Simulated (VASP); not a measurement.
# ZrB2 (P6/mmm) in VASP: notebook

ZrB2 is run at these levels: r2SCAN+U; tasks: single point.

Program: VASP 6.6.1. These are calculated values, not measurements. Logs are shortened: lines on timing, memory, paths and dates and some standing lists are left out, and cuts for length are marked.

**1. The cell of the first run**

It takes space group P6/mmm (No. 191, hexagonal). Conventional cell: a = 3.168 Å, b = 3.168 Å, c = 3.565 Å, α = 90.00°, β = 90.00°, γ = 120.00°. Within 3.4 Å of Zr (site symmetry 6/mmm) lie 12 B at 2.55 Å and 6 Zr at 3.17 Å. B (site symmetry -6m2) has 3 B at 1.83 Å within 2.4 Å.

**2. Single point, r2SCAN+U**

Contents of POSCAR:

```
ZrB2
1.0
    3.1675013397      0.0000000000      0.0000000000
   -1.5837506698      2.7431366267      0.0000000000
    0.0000000000      0.0000000000      3.5649838494
Zr B
1 2
Direct
    0.0000000000      0.0000000000      0.0000000000
    0.6666666667      0.3333333333      0.5000000000
    0.3333333333      0.6666666667      0.5000000000
```

Contents of INCAR.step1:

```
SYSTEM = ZrB2
ALGO     = Normal         ! electronic algorithm
EDIFF    = 1E-4           ! SCF threshold, eV
ENCUT    = 520            ! plane-wave cutoff, eV
GGA      = PE             ! functional
ISMEAR   = -1             ! smearing method
LASPH    = .TRUE.         ! aspherical terms in the spheres
LCHARG   = .FALSE.        ! write CHGCAR
LDAU     = .TRUE.         ! DFT+U
LDAUJ    = 0 0          
LDAUL    = 2 -1           ! shell
LDAUTYPE = 2            
LDAUU    = 1 0            ! U, eV
LMAXMIX  = 4              ! l up to which the mixer works
LREAL    = .FALSE.        ! projectors in reciprocal space
LWAVE    = .TRUE.         ! write WAVECAR
NBANDS   = 16             ! bands
NELM     = 150            ! most SCF steps
PREC     = Accurate       ! precision mode
SIGMA    = 0.05           ! smearing width, eV
```

Contents of INCAR.step2:

```
SYSTEM = ZrB2
ALGO     = Normal         ! electronic algorithm
EDIFF    = 1E-7           ! SCF threshold, eV
ENCUT    = 520            ! plane-wave cutoff, eV
ISIF     = 2              ! what is computed and relaxed
ISMEAR   = -1             ! smearing method
ISTART   = 1            
LASPH    = .TRUE.         ! aspherical terms in the spheres
LCHARG   = .FALSE.        ! write CHGCAR
LDAU     = .TRUE.         ! DFT+U
LDAUJ    = 0 0          
LDAUL    = 2 -1           ! shell
LDAUPRINT= 1            
LDAUTYPE = 2            
LDAUU    = 1 0            ! U, eV
LMAXMIX  = 4              ! l up to which the mixer works
LMIXTAU  = .TRUE.       
LREAL    = .FALSE.        ! projectors in reciprocal space
LWAVE    = .FALSE.        ! write WAVECAR
METAGGA  = R2SCAN         ! meta-GGA
NBANDS   = 16             ! bands
NELM     = 150            ! most SCF steps
PREC     = Accurate       ! precision mode
SIGMA    = 0.05           ! smearing width, eV
```

Contents of KPOINTS:

```
k-points
0
G
  10 10 8
  0 0 0
```

Potentials or basis: VASP PAW PBE potentials, release 64 (Zr_sv, B).

The run is started by

```sh
cat potpaw_PBE.64/Zr_sv/POTCAR potpaw_PBE.64/B/POTCAR > POTCAR
cp INCAR.step1 INCAR
mpirun -np 1 vasp_std > vasp.out
cp INCAR.step2 INCAR
mpirun -np 1 vasp_std > vasp.out
```

OUTCAR:

```text
SYSTEM = ZrB2
   EDIFF = 1E-7
   ENCUT = 520
   ISIF = 2
   ISMEAR = -1
   ISTART = 1
   LASPH = .TRUE.
   LREAL = .FALSE.
   METAGGA = R2SCAN
   NELM = 150
   PREC = Accurate

 ion  position               nearest neighbor table
   1  0.000  0.000  0.000-   2 2.55   3 2.55   2 2.55   3 2.55   3 2.55   3 2.55   2 2.55   2 2.55
                             2 2.55   2 2.55   3 2.55   3 2.55
   2  0.667  0.333  0.500-   3 1.83   3 1.83   3 1.83   1 2.55   1 2.55   1 2.55   1 2.55   1 2.55
                             1 2.55
   3  0.333  0.667  0.500-   2 1.83   2 1.83   2 1.83   1 2.55   1 2.55   1 2.55   1 2.55   1 2.55
                             1 2.55

  LATTYP: Found a hexagonal cell.
 ALAT       =     3.1675013397
 C/A-ratio  =     1.1254877164

  Lattice vectors:

 A1 = (   3.1675013397,   0.0000000000,   0.0000000000)
 A2 = (  -1.5837506698,   2.7431366267,   0.0000000000)
 A3 = (   0.0000000000,   0.0000000000,   3.5649838494)

Analysis of symmetry for initial positions (statically):
=====================================================================
 Subroutine PRICEL returns:
 Original cell was already a primitive cell.

 Routine SETGRP: Setting up the symmetry group for a
 hexagonal supercell.

 Subroutine GETGRP returns: Found 24 space group operations
 (whereof 24 operations were pure point group operations)
 out of a pool of 24 trial point group operations.

The static configuration has the point symmetry D_6h.

Analysis of symmetry for dynamics (positions and initial velocities):
=====================================================================
 Subroutine PRICEL returns:
 Original cell was already a primitive cell.

 Routine SETGRP: Setting up the symmetry group for a
 hexagonal supercell.

 Subroutine GETGRP returns: Found 24 space group operations
 (whereof 24 operations were pure point group operations)
 out of a pool of 24 trial point group operations.

The dynamic configuration has the point symmetry D_6h.

 Subroutine INISYM returns: Found 24 space group operations
 (whereof 24 operations are pure point group operations),
 and found     1 'primitive' translations

[... 148 lines left out ...]
 -0.0000 -0.0000 -0.0000 -0.0000  0.1842

spin component  2

  0.1842  0.0000 -0.0000 -0.0000 -0.0000
  0.0000  0.1667 -0.0000  0.0000 -0.0000
 -0.0000 -0.0000  0.1540  0.0000 -0.0000
 -0.0000  0.0000  0.0000  0.1667 -0.0000
 -0.0000 -0.0000 -0.0000 -0.0000  0.1842

 occupancies and eigenvectors

  o =  0.1540  v =  0.0000  0.0000  1.0000 -0.0000  0.0000  0.0000  0.0000  0.0000  0.0000  0.0000      0.0000  0.0000  0.0000  0.0000  0.0000  0.0000  0.0000  0.0000  0.0000  0.0000
  o =  0.1540  v =  0.0000  0.0000  0.0000  0.0000  0.0000  0.0000  0.0000  1.0000 -0.0000  0.0000      0.0000  0.0000  0.0000  0.0000  0.0000  0.0000  0.0000  0.0000  0.0000  0.0000
  o =  0.1667  v = -0.0000  0.7171 -0.0000 -0.6970 -0.0000  0.0000  0.0000  0.0000  0.0000  0.0000      0.0000  0.0000  0.0000  0.0000  0.0000  0.0000  0.0000  0.0000  0.0000  0.0000
  o =  0.1667  v =  0.0000  0.0000  0.0000  0.0000  0.0000 -0.0000  0.7171 -0.0000 -0.6970 -0.0000      0.0000  0.0000  0.0000  0.0000  0.0000  0.0000  0.0000  0.0000  0.0000  0.0000
  o =  0.1667  v = -0.0000 -0.6970  0.0000 -0.7171  0.0000  0.0000  0.0000  0.0000  0.0000  0.0000      0.0000  0.0000  0.0000  0.0000  0.0000  0.0000  0.0000  0.0000  0.0000  0.0000
  o =  0.1667  v =  0.0000  0.0000  0.0000  0.0000  0.0000 -0.0000 -0.6970  0.0000 -0.7171  0.0000      0.0000  0.0000  0.0000  0.0000  0.0000  0.0000  0.0000  0.0000  0.0000  0.0000
  o =  0.1842  v =  1.0000  0.0000 -0.0000 -0.0000  0.0011  0.0000  0.0000  0.0000  0.0000  0.0000      0.0000  0.0000  0.0000  0.0000  0.0000  0.0000  0.0000  0.0000  0.0000  0.0000
  o =  0.1842  v =  0.0000  0.0000  0.0000  0.0000  0.0000  1.0000  0.0000 -0.0000 -0.0000  0.0011      0.0000  0.0000  0.0000  0.0000  0.0000  0.0000  0.0000  0.0000  0.0000  0.0000
  o =  0.1842  v =  0.0011 -0.0000  0.0000 -0.0000 -1.0000  0.0000  0.0000  0.0000  0.0000  0.0000      0.0000  0.0000  0.0000  0.0000  0.0000  0.0000  0.0000  0.0000  0.0000  0.0000
  o =  0.1842  v =  0.0000  0.0000  0.0000  0.0000  0.0000  0.0011 -0.0000  0.0000 -0.0000 -1.0000      0.0000  0.0000  0.0000  0.0000  0.0000  0.0000  0.0000  0.0000  0.0000  0.0000

 number of electron      18.0000000 magnetization

 Free energy of the ion-electron system (eV)
  ---------------------------------------------------
  ext. energy  EPLUGINS =         0.00000000
  ---------------------------------------------------
  free energy    TOTEN  =       -39.91879557 eV

  energy without entropy =      -39.91621020  energy(sigma->0) =      -39.91750289

 E-fermi :  10.6266     XC(G=0): -13.3340

 val. band max:       10.6043789606   @ k =   0.2000   0.2000   0.1250
 cond. band min:      10.7397748189   @ k =   0.0000   0.0000   0.2500
 fundamental gap:      0.1353958583
 Fermi energy:        10.6266417339

 k-point     1 :       0.0000    0.0000    0.0000
  band No.  band energies     occupation
      1     -40.0059      2.00000
      2     -17.4832      2.00000
      3     -16.9113      2.00000
      4     -16.9113      2.00000
      5      -3.0126      2.00000
      6       7.8960      2.00000
[... 433 lines left out ...]
      3     -17.3403      2.00000
      4     -17.1811      2.00000
      5       0.6690      2.00000
      6       2.0510      2.00000
[... 8 lines left out ...]
     15      19.2380      0.00000
     16      21.1696      0.00000

 [... further k-points ...]
[... 5 lines left out ...]
  --------------------------------------------------------------------------------------
  -------------------------------------------------------------------------------------
  Total        0.2958338      0.2958338      0.2606186      0.0000000      0.0000000      0.0000000
  in kB       15.3015880     15.3015880     13.4801310      0.0000000      0.0000000      0.0000000
  external PRESSURE =      14.6944357 kB  Pullay stress =       0.0000000 kB

 VOLUME and BASIS-vectors are now :
 -----------------------------------------------------------------------------
  energy-cutoff  :      520.00
  volume of cell :       30.98
      direct lattice vectors                 reciprocal lattice vectors
     3.167501340  0.000000000  0.000000000     0.315706260  0.182273094  0.000000000
    -1.583750670  2.743136627  0.000000000     0.000000000  0.364546188  0.000000000
     0.000000000  0.000000000  3.564983849     0.000000000  0.000000000  0.280506180

 POSITION                                       TOTAL-FORCE (eV/Angst)
 -----------------------------------------------------------------------------------
      0.00000      0.00000      0.00000         0.000000      0.000000      0.000000
      1.58375      0.91438      1.78249         0.000000     -0.000000      0.000000
     -0.00000      1.82876      1.78249        -0.000000      0.000000      0.000000
 -----------------------------------------------------------------------------------
    total drift:                               -0.000000      0.000000     -0.000000

  FREE ENERGIE OF THE ION-ELECTRON SYSTEM (eV)
  ---------------------------------------------------
  free  energy   TOTEN  =       -39.9187955710 eV

  energy  without entropy=      -39.9162102024  energy(sigma->0) =      -39.91750289
```

Run time: 92 s. Hardware: 1 thread of Intel Xeon Platinum 8259CL at 2.50GHz (Skylake/Cascade Lake), shared host; peak memory 0.17 GiB.

What came out:

```yaml
Free_energy: -39.9188 eV
Pressure: 1.5 GPa
Band_gap_on_the_k_mesh: zero (band 9 reaches 11.43 eV, above the bottom of band 10 at 10.44 eV)
```

Levels at points of the mesh, in eV from the Fermi level:
```csv
k point,band 5,band 6,band 7,band 8,band 9,band 10,band 11,band 12,band 13,band 14
"(0.00, 0.00, 0.00)",-13.64,-2.73,-2.66,-2.66,-2.63,3.74,3.74,4.40,4.40,4.99
"(0.50, 0.00, 0.00)",-9.52,-9.25,-4.12,-3.28,-2.69,2.21,2.56,5.30,5.31,6.56
"(0.00, 0.00, 0.50)",-11.63,-7.46,-1.01,-1.01,0.55,0.55,0.96,0.96,1.93,5.31
"(0.50, 0.00, 0.50)",-10.60,-7.59,-4.78,-4.33,-2.34,3.97,4.19,5.65,6.44,6.82
```

Eigenvalues of the final occupation matrices:
```csv
site,spin,trace,eigenvalues
site 1 d,1,0.86,0.15 0.17 0.17 0.18 0.18
site 1 d,2,0.86,0.15 0.17 0.17 0.18 0.18
```

Caveat: the PAW data sets were made with another functional, which shifts forces and pressure a little; U without spin polarisation on a metal has little footing; the U is typed as a test and isn't derived for this compound.

**3. Single point, r2SCAN+U**

This run uses another cell than the first one, of 10.37 Å³/atom, 1.004 times its volume.

Contents of POSCAR:

```
ZrB2
1.0
    3.1688663195      0.0000000000      0.0000000000
   -1.5844331598      2.7443187339      0.0000000000
    0.0000000000      0.0000000000      3.5757437454
Zr B
1 2
Direct
    0.0000000000      0.0000000000      0.0000000000
    0.6666666667      0.3333333333      0.5000000000
    0.3333333333      0.6666666667      0.5000000000
```

Contents of INCAR.step1:

```
SYSTEM = ZrB2
PREC = Accurate ; ENCUT = 520
ISMEAR = -1 ; SIGMA = 0.05
LREAL = .False. ; LASPH = .True.
NELM = 150 ; LMAXMIX = 4
LDAU = .True. ; LDAUTYPE = 2
LDAUL = 2 -1 ; LDAUU = 2 0
LDAUJ = 0 0 ; NBANDS = 16
GGA = PE ; ALGO = Normal
EDIFF = 1E-4 ; LWAVE = .True.
LCHARG = .False.
```

Contents of INCAR.step2:

```
SYSTEM = ZrB2
PREC = Accurate ; ENCUT = 520
EDIFF = 1E-6 ; ISMEAR = -1
SIGMA = 0.05 ; LREAL = .False.
LASPH = .True. ; NELM = 150
ALGO = Normal ; ISIF = 2
LWAVE = .False. ; LCHARG = .False.
LMAXMIX = 4 ; LDAU = .True.
LDAUTYPE = 2 ; LDAUL = 2 -1
LDAUU = 2 0 ; LDAUJ = 0 0
LDAUPRINT = 1 ; METAGGA = R2SCAN
LMIXTAU = .True. ; NBANDS = 16
ISTART = 1
```

Contents of KPOINTS:

```
Automatic mesh
0
Gamma
  10 10 8
  0 0 0
```

Potentials or basis: VASP PAW PBE potentials, release 64 (Zr_sv, B).

The run is started by

```sh
cat potpaw_PBE.64/Zr_sv/POTCAR potpaw_PBE.64/B/POTCAR > POTCAR
cp INCAR.step1 INCAR
mpirun -np 1 vasp_std > vasp.out
cp INCAR.step2 INCAR
mpirun -np 1 vasp_std > vasp.out
```

Run time: 89 s. Hardware: 1 thread of Intel Xeon Platinum 8259CL at 2.50GHz (Skylake/Cascade Lake), shared host; peak memory 0.17 GiB.

It converged, with:

```
Free energy            : -39.2202 eV
Pressure               : 2.8 GPa
Band gap on the k mesh : zero (band 9 reaches 11.58 eV, above the bottom of band 10 at 10.53 eV)
```

Stress tensor (GPa, compression positive):
```
2.97 0.00 0.00
0.00 2.97 0.00
0.00 0.00 2.52
```

Levels at points of the mesh, in eV from the Fermi level:
| k point | band 7 | band 8 | band 9 | band 10 | band 11 | band 12 |
| --- | --- | --- | --- | --- | --- | --- |
| (0.00, 0.00, 0.00) | -2.67 | -2.67 | -2.65 | 3.82 | 3.82 | 4.38 |
| (0.50, 0.00, 0.00) | -4.13 | -3.35 | -2.68 | 2.09 | 2.62 | 5.32 |
| (0.00, 0.00, 0.50) | -1.07 | -1.07 | 0.60 | 0.60 | 0.99 | 0.99 |
| (0.50, 0.00, 0.50) | -4.79 | -4.36 | -2.47 | 3.99 | 4.07 | 5.72 |

Eigenvalues of the final occupation matrices:
| site | spin | trace | eigenvalues |
| --- | --- | --- | --- |
| site 1 d | 1 | 0.83 | 0.15 0.16 0.16 0.18 0.18 |
| site 1 d | 2 | 0.83 | 0.15 0.16 0.16 0.18 0.18 |

Caveat: the PAW data sets were made with another functional, which shifts forces and pressure a little; U without spin polarisation on a metal has little footing; the U is typed as a test and isn't derived for this compound.

[end of part 1 of 3]
